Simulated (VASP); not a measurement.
Pt, 1 atom in the cell. The structure is orthorhombic, space group Immm (No. 71). The conventional cell has a = 2.759 Å, b = 2.779 Å, c = 3.916 Å, α = 90.00°, β = 90.00°, γ = 90.00°. Pt (site symmetry mmm) has 12 Pt at 2.76 to 2.78 Å within 3.6 Å.  This cell differs from its parent crystal: strain +0.0075 x Voigt [0, 0, 0, 1, 0, 0].

| Property | Result |
| --- | --- |
| Program | VASP 6.6.1 |
| Task | single point |
| Functional | PBEsol |
| Potentials or basis | VASP PAW PBE potentials, release 64 (Pt) |
| Cutoff | 520 eV |
| k mesh | 20 × 20 × 20 |
| Occupations | gaussian, width 0.15 eV |
| Spin | no spin polarisation |
| Dipole correction | no |
| Further INCAR settings | ALGO = Fast; EDIFF = 1e-06; NBANDS = 11 |

Potentials or basis: VASP PAW PBE potentials, release 64 (Pt).

Command:

```console
$ cat potpaw_PBE.64/Pt/POTCAR > POTCAR
$ mpirun -np 1 vasp_std > vasp.out
```

Hardware: 1 thread of Intel(R) Xeon(R) 6975P-C (Granite Rapids) (shared host).

Task: How long does it take, and how much memory?

Result: It took 71 s on 1 thread of Intel(R) Xeon(R) 6975P-C (Granite Rapids), with other jobs on the host, peak memory 0.31 GiB. Counts: scf iterations 12, k points 1166.
